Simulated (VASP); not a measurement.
LiBe16 (a cell with a defect): single point with PBE

LiBe16 (a cell with a defect):

```
Be Li
1.0
    -2.29000   -3.96640    0.00000
     3.43500   -1.98320    0.00000
     0.00000    0.00000    7.17686
Be Li
16 1
Direct
  0.74130 0.45169 0.00238
  0.48754 0.29773 0.24966
  0.74168 0.45355 0.49584
  0.54630 0.59561 0.74890
  0.49632 0.93551 0.00513
  0.24085 0.80301 0.25031
  0.49599 0.93748 0.49580
  0.16649 0.77655 0.74995
  0.24153 0.48044 0.00371
  0.99183 0.31129 0.24987
  0.24250 0.47967 0.49647
  0.96054 0.37031 0.74906
  0.00765 0.99204 0.00532
  0.74611 0.80466 0.25015
  0.00665 0.99205 0.49547
  0.77278 0.96555 0.75124
  0.37015 0.18531 0.75136
```

```
Program                : VASP 6.6.1
Task                   : single point
Functional             : PBE
Potentials or basis    : VASP PAW PBE potentials, release 64 (Be, Li_sv)
Cutoff                 : 520 eV
k mesh                 : 5 × 5 × 3
Occupations            : gaussian, width 0.15 eV
Spin                   : no spin polarisation
Dipole correction      : no
Further INCAR settings : LREAL = Auto; ALGO = Normal; EDIFF = 1e-06; NBANDS = 32
```

| Property | Result |
| --- | --- |
| Largest force | 0.116 eV/Å |

Forces on the atoms (eV/Å):
```
Be  -0.013  0.015  0.010
Be  -0.007  0.010  0.005
Be  -0.020  0.022 -0.003
Be   0.092 -0.070  0.004
Be   0.004  0.000 -0.009
Be  -0.002  0.005  0.000
Be  -0.011  0.003 -0.003
Be  -0.020 -0.105  0.007
Be   0.001  0.000  0.010
Be  -0.004  0.007  0.002
Be   0.008  0.002 -0.003
Be  -0.007  0.017  0.003
Be  -0.008  0.003  0.009
Be  -0.009  0.008 -0.005
Be  -0.009  0.006 -0.009
Be   0.051  0.033 -0.002
Li  -0.046  0.044 -0.018
```

Levels at points of the mesh, in eV from the Fermi level:
```tsv
k point	band 13	band 14	band 15	band 16	band 17	band 18	band 19	band 20	band 21	band 22
(0.00, 0.00, 0.00)	-3.63	-3.32	-3.31	-1.16	0.34	0.35	0.60	1.02	1.53	1.88
```

Run time: 2.2 min on 1 thread of Intel(R) Xeon(R) 6975P-C (Granite Rapids), on a shared host, peak memory 0.28 GiB.
